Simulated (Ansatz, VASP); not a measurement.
**Mn in VASP and in Ansatz**

Contents of INCAR:

```
ALGO     = Normal         # electronic algorithm
EDIFF    = 1E-6           # SCF threshold, eV
ENCUT    = 520            # plane-wave cutoff, eV
ISIF     = 2              # what is computed and relaxed
ISMEAR   = -1             # smearing method
LASPH    = T              # aspherical terms in the spheres
LCHARG   = F              # write CHGCAR
LREAL    = F              # projectors in reciprocal space
LWAVE    = F              # write WAVECAR
NBANDS   = 12             # bands
NELM     = 60             # most SCF steps
PREC     = Accurate       # precision mode
SIGMA    = 0.1            # smearing width, eV
```

KPOINTS

```
k-points
0
Gamma
  16 16 16
```

Contents of POSCAR:

```
Mn
1.0
    2.1996485207      0.0000000000      0.0000000000
    0.0000000000      2.1996485207      0.0000000000
    0.0000000000      0.0000000000      2.1996485207
Mn
1
Direct
    0.0000000000      0.0000000000      0.0000000000
```

Input for Ansatz:

```yaml
crystal:
  lattice:
    - [2.1996485207, 0.0, 0.0]
    - [0.0, 2.1996485207, 0.0]
    - [0.0, 0.0, 2.1996485207]
  atoms:
    - { symbol: Mn, position: [0.0, 0.0, 0.0] }
hamiltonian:
  xc: lda
  pseudopotentials:
    kind: paw
    azcp:
      Mn: "pseudopotentials/Mn.paw.azcp"
basis:
  ecutwfc: 420
  fft_grid_basis: typed
kpoints:
  mp_grid: { grid: [16, 16, 16], shift: [0, 0, 0] }
magnetization:
  spin_polarized: false
scf:
  occupations: { method: fermi_dirac, width: 0.1 }
  lower_state_search: "off"
output:
  stress: true
```

Alike in both runs: task single point; functional LDA; k mesh 16 × 16 × 16; occupations fermi-dirac, width 0.1 eV; no spin polarisation.

```csv
,VASP,Ansatz
version,VASP 6.6.1,Ansatz 0.2.0
potentials or method,"VASP PAW LDA potentials, release 64 (Mn_pv), cutoff 520 eV","plane waves (420 eV) with PAW, scalar-relativistic"
valence electrons in the cell,13,15
```

|  | VASP | Ansatz | Ansatz less VASP |
| --- | --- | --- | --- |
| pressure (GPa) | 12.3 | 11.2 | -1.16 |

Ansatz warns that its potentials were made for another functional, while VASP's fit it. LDA's correlation is that of Perdew and Zunger in VASP and of Perdew and Wang (1992) in Ansatz. VASP's potentials hold 13 valence electrons a cell and Ansatz's 15, so a difference there can come from the potentials and not from the codes.
